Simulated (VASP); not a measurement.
The system is MgS (Niningerite).

```
CELL_PARAMETERS angstrom
0.00000 2.54854 2.54854
2.54854 0.00000 2.54854
2.54854 2.54854 0.00000
ATOMIC_POSITIONS crystal
S 0.50000 0.50000 0.50000
Mg 0.00000 0.00000 0.00000
```

Base run:

* Program: VASP 6.6.1
* Functional: PBEsol
* Potentials or basis: VASP PAW PBE potentials, release 64 (S, Mg)
* Cutoff: 520 eV
* k mesh: 9 × 9 × 9
* Occupations: fermi-dirac, width 0.05 eV
* Spin: no spin polarisation

Its results: band gap on the k mesh 2.96 eV, indirect (least direct gap 4.10 eV); pressure 4.1 GPa.

The run is repeated on the same cell with these changes: functional from PBEsol to r2SCAN. What comes out?

Band gap on the k mesh 3.70 eV, indirect (least direct gap 5.16 eV); pressure 5.1 GPa.

r2SCAN gives the wider gap, since meta-GGAs in the generalised Kohn-Sham scheme recover part of the derivative discontinuity.

Caveats: the PAW data sets were made with another functional, which shifts forces and pressure a little.

A k mesh can miss the band edges.
